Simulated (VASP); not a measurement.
# CdSb2O4 in VASP: single point with PBE

Aim: the single point of CdSb2O4 with PBE.

Everything below comes from runs of VASP 6.6.1. Logs are shortened: lines on timing, memory, paths and dates and some standing lists are left out, and cuts for length are marked.

## 1. The cell of the first run

The typed cell holds 7 atoms: a = 3.427 Å, b = 5.860 Å, c = 6.799 Å, α = 112.30°, β = 89.62°, γ = 107.53°.

## 2. Single point, PBE

INCAR reads:

```
SYSTEM = CdSb2O4
PREC = Accurate
ENCUT = 700
EDIFF = 1E-6
ISMEAR = 0
SIGMA = 0.1
LREAL = .FALSE.
LASPH = .TRUE.
NELM = 120
ALGO = Normal
ISIF = 2
LWAVE = .FALSE.
LCHARG = .TRUE.
GGA = PE
LELF = .TRUE.
LVHAR = .TRUE.
NBANDS = 46
GGA_COMPAT = .FALSE.
```

KPOINTS reads:

```
Automatic mesh
0
G
  4 4 2
  0 0 0
```

POSCAR reads:

```
CdSb2O4
1.0
    0.0158140741     -3.4265623355     -0.0055509789
   -5.5958459303      1.7393097661      0.0081716741
    2.6854803026     -0.0228149030     -6.2464104667
Cd Sb O
1 2 4
Direct
    0.9999887386      0.9999979379      0.5000087753
    0.2106903284      0.4324456198      0.2336783523
    0.7892886679      0.5675646453      0.7662388229
    0.1888247156      0.3779003324      0.8204537648
    0.6394673021      0.2742579623      0.4738801377
    0.8112243313      0.6221771646      0.1796076547
    0.3605159162      0.7256563377      0.5261324922
```

Potentials or basis: VASP PAW PBE potentials, release 64 (Cd_sv_GW, Sb_d_GW, O).

Run with:

```console
$ cat potpaw_PBE.64/Cd_sv_GW/POTCAR potpaw_PBE.64/Sb_d_GW/POTCAR potpaw_PBE.64/O/POTCAR > POTCAR
$ mpirun -np 1 vasp_std > vasp.out
```

OUTCAR:

```text
SYSTEM = CdSb2O4
   PREC = Accurate
   ENCUT = 700
   EDIFF = 1E-6
   ISMEAR = 0
   LREAL = .FALSE.
   LASPH = .TRUE.
   NELM = 120
   ISIF = 2
   GGA = PE

 ion  position               nearest neighbor table
   1  1.000  1.000  0.500-
   2  0.211  0.432  0.234-   7 2.01   6 2.12   6 2.13
   3  0.789  0.568  0.766-   5 2.01   4 2.12   4 2.13
   4  0.189  0.378  0.820-   3 2.12   3 2.13
   5  0.639  0.274  0.474-   3 2.01
   6  0.811  0.622  0.180-   2 2.12   2 2.13
   7  0.361  0.726  0.526-   2 2.01

  LATTYP: Found a triclinic cell.
 ALAT       =     5.8599280639
 B/A-ratio  =     1.1602979234
 C/A-ratio  =     0.5847517728
 COS(alpha) =     0.0066665063
 COS(beta)  =     0.3012199976
 COS(gamma) =     0.3794440271

  Lattice vectors:

 A1 = (  -5.5958459303,   1.7393097661,   0.0081716741)
 A2 = (  -2.6854803026,   0.0228149030,   6.2464104667)
 A3 = (  -0.0158140741,   3.4265623355,   0.0055509789)

Analysis of symmetry for initial positions (statically):
=====================================================================
 Subroutine PRICEL returns:
 Original cell was already a primitive cell.

 Routine SETGRP: Setting up the symmetry group for a
 triclinic supercell.

 Subroutine GETGRP returns: Found  1 space group operations
 (whereof  1 operations were pure point group operations)
 out of a pool of  2 trial point group operations.

The static configuration has the point symmetry C_1 .

Analysis of symmetry for dynamics (positions and initial velocities):
=====================================================================
 Subroutine PRICEL returns:
 Original cell was already a primitive cell.

 Routine SETGRP: Setting up the symmetry group for a
 triclinic supercell.

 Subroutine GETGRP returns: Found  1 space group operations
 (whereof  1 operations were pure point group operations)
 out of a pool of  2 trial point group operations.

The dynamic configuration has the point symmetry C_1 .

 Subroutine INISYM returns: Found  1 space group operations
 (whereof  1 operations are pure point group operations),
 and found     1 'primitive' translations

----------------------------------------------------------------------------------------

                                     Primitive cell

  volume of cell :     119.5501

  direct lattice vectors                    reciprocal lattice vectors
     0.015814074 -3.426562335 -0.005550979    -0.090876174 -0.292195522 -0.038002588
    -5.595845930  1.739309766  0.008171674    -0.179034456 -0.000701582 -0.076968605
     2.685480303 -0.022814903 -6.246410467    -0.000153458  0.000258747 -0.160158865

  length of vectors
     3.426603324  5.859928064  6.799262364     0.308351908  0.194879436  0.160159148

  position of ions in fractional coordinates (direct lattice)
     0.999988739  0.999997938  0.500008775
     0.210690328  0.432445620  0.233678352
     0.789288668  0.567564645  0.766238823
     0.188824716  0.377900332  0.820453765
     0.639467302  0.274257962  0.473880138
     0.811224331  0.622177165  0.179607655
     0.360515916  0.725656338  0.526132492

  ion indices of the primitive-cell ions
   primitive index   ion index
                 1           1
                 2           2
                 3           3
                 4           4
                 5           5
                 6           6
                 7           7

----------------------------------------------------------------------------------------

 KPOINTS: Automatic mesh

Automatic generation of k-mesh.
 Grid dimensions read from file:
 generate k-points for:    4    4    2

 Generating k-lattice:

  Cartesian coordinates                     Fractional coordinates (reciprocal lattice)
    -0.022719044 -0.073048881 -0.009500647     0.250000000  0.000000000 -0.000000000
    -0.044758614 -0.000175395 -0.019242151     0.000000000  0.250000000 -0.000000000
    -0.000076729  0.000129373 -0.080079433     0.000000000  0.000000000  0.500000000

  Length of vectors
     0.077087977  0.048719859  0.080079574

  Shift w.r.t. Gamma in fractional coordinates (k-lattice)
     0.000000000  0.000000000  0.000000000

 Subroutine IBZKPT returns following result:
 ===========================================

 Found     20 irreducible k-points:

 Following reciprocal coordinates:
            Coordinates               Weight
  0.000000  0.000000  0.000000      1.000000
  0.250000 -0.000000 -0.000000      2.000000
  0.500000 -0.000000 -0.000000      1.000000
 -0.000000  0.250000 -0.000000      2.000000
  0.250000  0.250000  0.000000      2.000000
  0.500000  0.250000 -0.000000      2.000000
[... 12 lines left out ...]
  0.250000  0.500000  0.500000      2.000000
  0.500000  0.500000  0.500000      1.000000
   k-points           NKPTS =     20   k-points in BZ     NKDIM =     20   number of bands    NBANDS=     46
   number of dos      NEDOS =    301   number of ions     NIONS =      7
   total plane-waves  NPLWV =  97200
   dimension x,y,z NGX =    30 NGY =   54 NGZ =   60
   dimension x,y,z NGXF=    60 NGYF=  108 NGZF=  120
   ions per type =               1   2   4
   NGX,Y,Z   is equivalent  to a cutoff of  14.55, 15.32, 14.67 a.u.
   NGXF,Y,Z  is equivalent  to a cutoff of  29.11, 30.64, 29.34 a.u.
 SYSTEM =  CdSb2O4
   PREC   = accura    normal or accurate (medium, high low for compatibility)
   ISTART =      0    job   : 0-new  1-cont  2-samecut
   ICHARG =      2    charge: 1-file 2-atom 10-const
   ISPIN  =      1    spin polarized calculation?
   LNONCOLLINEAR =      F non collinear calculations
   LSORBIT =      F    spin-orbit coupling
   LASPH  =      T    aspherical Exc in radial PAW
   ENCUT  =  700.0 eV  51.45 Ry    7.17 a.u.   7.39 12.64 14.67*2*pi/ulx,y,z
   NELM   =    120;   NELMIN=  2; NELMDL= -5     # of ELM steps
   EDIFF  = 0.1E-05   stopping-criterion for ELM
   LREAL  =      F    real-space projection
   EDIFFG = 0.1E-04   stopping-criterion for IOM
   NSW    =      0    number of steps for IOM
   IBRION =     -1    ionic relax: 0-MD 1-quasi-New 2-CG
   NFREE  =      0    steps in history (QN), initial steepest desc. (CG)
   ISIF   =      2    stress and relaxation
   ISYM   =      2    0-nonsym 1-usesym 2-fastsym
   POTIM  = 0.5000    time-step for ionic-motion
   TEBEG  =    0.0;   TEEND  =   0.0 temperature during run
   PSTRESS=    0.0 pullay stress
   NELECT =      74.0000    total number of electrons
   NUPDOWN=      -1.0000    fix difference up-down
   EMIN   =  10.00;   EMAX   =-10.00  energy-range for DOS
   EFERMI =   0.00;   METHOD = LEGACY
   ISMEAR =     0;   SIGMA  =   0.10  broadening in eV -4-tet -1-fermi 0-gaus
   EFERMI_NEDOS =   21; number of points for ismear=-14 and -15
   IALGO  =     38    algorithm
   IMIX   =      4    mixing-type and parameters
     AMIX     =   0.40;   BMIX     =  1.00
     AMIX_MAG =   1.60;   BMIX_MAG =  1.00
  volume/ion in A,a.u.               =      17.08       115.25
  Fermi-wavevector in a.u.,A,eV,Ry     =   1.395197  2.636539 26.484742  1.946574
  Thomas-Fermi vector in A             =   2.518672
   LORBIT       =      0    0 simple, 1 ext, 2 COOP (PROOUT), +10 PAW based schemes
   GGA     = PE    functional components
   LHFCALC =     F    Hartree Fock is set to
   AEXX    =    0.0000 exact exchange contribution
   IVDW    =     0    specifies the selected vdW correction
   LEPSILON=     F    determine dielectric tensor
   LRPA    =     F    only Hartree local field effects (RPA)
 non-spin polarized calculation
 Gauss-broadening in eV      SIGMA  =   0.10
  energy-cutoff  :      700.00
  volume of cell :      119.55
 maximum number of plane-waves:      5065
 NGX is ok and might be reduce to    30
   NGX = 15   NGY = 25   NGZ = 29

 number of electron      73.9999994 magnetization

 Free energy of the ion-electron system (eV)
  ---------------------------------------------------
  ext. energy  EPLUGINS =         0.00000000
  ---------------------------------------------------
  free energy    TOTEN  =       -37.30809527 eV

  energy without entropy =      -37.30809527  energy(sigma->0) =      -37.30809527

 E-fermi :   3.7614     XC(G=0):  -9.8350

 val. band max:        3.0864504981   @ k =  -0.0000   0.5000   0.5000
 cond. band min:       5.2192687636   @ k =  -0.0000   0.5000   0.5000
 fundamental gap:      2.1328182655
 Fermi energy:         3.7613669877

 k-point     1 :       0.0000    0.0000    0.0000
  band No.  band energies     occupation
      1     -97.4740      2.00000
      2     -58.6261      2.00000
      3     -58.5336      2.00000
      4     -58.5129      2.00000
      5     -25.4336      2.00000
      6     -25.4295      2.00000
[... 38 lines left out ...]
     45      10.4015      0.00000
     46      11.7301      0.00000

 k-point     2 :       0.2500   -0.0000   -0.0000
  band No.  band energies     occupation
      1     -97.4739      2.00000
      2     -58.6259      2.00000
      3     -58.5364      2.00000
      4     -58.5127      2.00000
      5     -25.4213      2.00000
      6     -25.4143      2.00000
[... 38 lines left out ...]
     45      10.2653      0.00000
     46      12.0749      0.00000

 k-point     3 :       0.5000   -0.0000   -0.0000
  band No.  band energies     occupation
      1     -97.4738      2.00000
      2     -58.6257      2.00000
      3     -58.5391      2.00000
      4     -58.5124      2.00000
      5     -25.4352      2.00000
      6     -25.4346      2.00000
[... 38 lines left out ...]
     45      11.0698      0.00000
     46      11.8517      0.00000

 k-point     4 :      -0.0000    0.2500   -0.0000
  band No.  band energies     occupation
      1     -97.4740      2.00000
      2     -58.6261      2.00000
      3     -58.5336      2.00000
      4     -58.5129      2.00000
      5     -25.4337      2.00000
      6     -25.4295      2.00000
[... 724 lines left out ...]
     45      10.6032      0.00000
     46      12.7491      0.00000

 k-point    19 :       0.2500    0.5000    0.5000
  band No.  band energies     occupation
      1     -97.4739      2.00000
      2     -58.6259      2.00000
      3     -58.5364      2.00000
      4     -58.5127      2.00000
      5     -25.4250      2.00000
      6     -25.4119      2.00000
[... 38 lines left out ...]
     45      11.1975      0.00000
     46      12.4658      0.00000

 k-point    20 :       0.5000    0.5000    0.5000
  band No.  band energies     occupation
      1     -97.4738      2.00000
      2     -58.6257      2.00000
      3     -58.5392      2.00000
      4     -58.5124      2.00000
      5     -25.4364      2.00000
      6     -25.4358      2.00000
[... 38 lines left out ...]
     45      10.5998      0.00000
     46      11.0615      0.00000

------------------------ aborting loop because EDIFF is reached ----------------------------------------

  FORCE on cell =-STRESS in cart. coord.  units (eV):
  Direction    XX          YY          ZZ          XY          YZ          ZX
  --------------------------------------------------------------------------------------
  -------------------------------------------------------------------------------------
  Total        0.0186335     -0.0136294      0.0453352      0.0487559     -0.0157327      0.0169457
  in kB        0.2497204     -0.1826570      0.6075701      0.6534131     -0.2108459      0.2271015
  external PRESSURE =       0.2248778 kB  Pullay stress =       0.0000000 kB

 VOLUME and BASIS-vectors are now :
 -----------------------------------------------------------------------------
  energy-cutoff  :      700.00
  volume of cell :      119.55
      direct lattice vectors                 reciprocal lattice vectors
     0.015814074 -3.426562335 -0.005550979    -0.090876174 -0.292195522 -0.038002588
    -5.595845930  1.739309766  0.008171674    -0.179034456 -0.000701582 -0.076968605
     2.685480303 -0.022814903 -6.246410467    -0.000153458  0.000258747 -0.160158865

 POSITION                                       TOTAL-FORCE (eV/Angst)
 -----------------------------------------------------------------------------------
     -4.23726     -1.69863     -3.12064        -0.000279     -0.000244     -0.000624
     -1.78903      0.02488     -1.45729         0.062997     -0.001640      0.035348
     -1.10580     -1.73486     -4.78599        -0.062988      0.000924     -0.036727
      0.09163     -0.00845     -5.12285         0.030507     -0.000293     -0.002674
     -0.25200     -1.72497     -2.96136         0.014130     -0.001071      0.046742
     -2.98645     -1.70165     -1.12132        -0.030254      0.000816      0.003502
     -2.64204      0.01481     -3.28251        -0.014114      0.001509     -0.045568
 -----------------------------------------------------------------------------------
    total drift:                                0.000294      0.000021      0.000247

  FREE ENERGIE OF THE ION-ELECTRON SYSTEM (eV)
  ---------------------------------------------------
  free  energy   TOTEN  =       -37.3080952716 eV

  energy  without entropy=      -37.3080952716  energy(sigma->0) =      -37.30809527
```

Run time: 2.5 min. Hardware: 1 thread of AMD EPYC 9R45 (Zen 5), shared host; peak memory 0.39 GiB.

Results:

```yaml
Free_energy: -37.3081 eV
Pressure: 0.0 GPa
Largest_force: 0.073 eV/Å
Band_gap_on_the_k_mesh: 2.13 eV
```

Forces in eV/Å, atoms in the order of the input:
```
Cd   0.000  0.000 -0.001
Sb   0.063 -0.002  0.035
Sb  -0.063  0.001 -0.037
O    0.031  0.000 -0.003
O    0.014 -0.001  0.047
O   -0.030  0.001  0.004
O   -0.014  0.002 -0.046
```

Stress tensor (GPa, compression positive):
```
 0.02  0.07  0.02
 0.07 -0.02 -0.02
 0.02 -0.02  0.06
```

Levels at points of the mesh, in eV from the valence-band top:
```
           k point  band 34  band 35  band 36  band 37  band 38  band 39  band 40  band 41
(0.00, 0.00, 0.00)    -1.48    -1.18    -1.11    -0.18     3.21     3.61     4.10     5.29
(0.50, 0.00, 0.00)    -1.84    -0.80    -0.47    -0.46     3.42     4.06     4.89     4.95
(0.00, 0.50, 0.00)    -1.25    -0.93    -0.57    -0.09     2.49     3.49     4.41     4.98
(0.50, 0.50, 0.00)    -1.80    -0.80    -0.48    -0.46     3.39     4.08     4.90     4.95
(0.00, 0.00, 0.50)    -1.53    -1.12    -0.52    -0.37     2.65     2.84     4.33     4.68
(0.50, 0.00, 0.50)    -1.56    -1.17    -0.89    -0.76     3.54     3.57     5.25     5.50
(0.00, 0.50, 0.50)    -1.63    -0.58    -0.38     0.00     2.13     3.26     3.88     5.50
(0.50, 0.50, 0.50)    -1.47    -1.15    -0.90    -0.75     3.54     3.54     5.26     5.43
```

Caveat: the k points lie up to 0.48 Å⁻¹ apart; spin-orbit coupling is left out, which moves the levels of the heavy elements. A k mesh can miss the band edges.
